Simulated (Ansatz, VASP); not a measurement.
# InGaAs2 in VASP and in Ansatz

```
CELL_PARAMETERS angstrom
4.30950 0.00000 0.00000
0.00000 4.30950 0.00000
0.00000 0.00000 5.96215
ATOMIC_POSITIONS crystal
In 0.00000 0.00000 0.50000
Ga 0.50000 0.50000 0.00000
As 0.50000 0.00000 0.76848
As 0.00000 0.50000 0.23153
```

Change from the starting cell: strain +0.0200 x Voigt [1, 1, 0, 0, 0, 0], atoms carried along.

Alike in both runs: task single point; functional PBEsol; k mesh 12 × 12 × 8; occupations gaussian, width 0.15 eV; no spin polarisation.

|  | VASP | Ansatz |
| --- | --- | --- |
| version | VASP 6.6.1 | Ansatz 0.2.0 |
| potentials or method | VASP PAW PBE potentials, release 64 (In_d, Ga_d, As), cutoff 520 eV | scalar-relativistic, plane waves, PAW |
| valence electrons in the cell | 36 | 56 |

Ansatz gave:

- gap on the k mesh at the Fermi level (eV): none
- pressure (GPa): -4.4
- traceless stress, the component that is largest in VASP (GPa): 0.79

Task: Which values does VASP return?

Result: gap on the k mesh at the Fermi level (eV): none; pressure (GPa): -4.3; traceless stress, the component that is largest in VASP (GPa): 0.79.

VASP's potentials were made for PBE, not for PBEsol. A gap of «none» marks a metal or a gap that the smearing closes. VASP's potentials hold 36 valence electrons a cell and Ansatz's 56, so a difference there can come from the potentials and not from the codes.
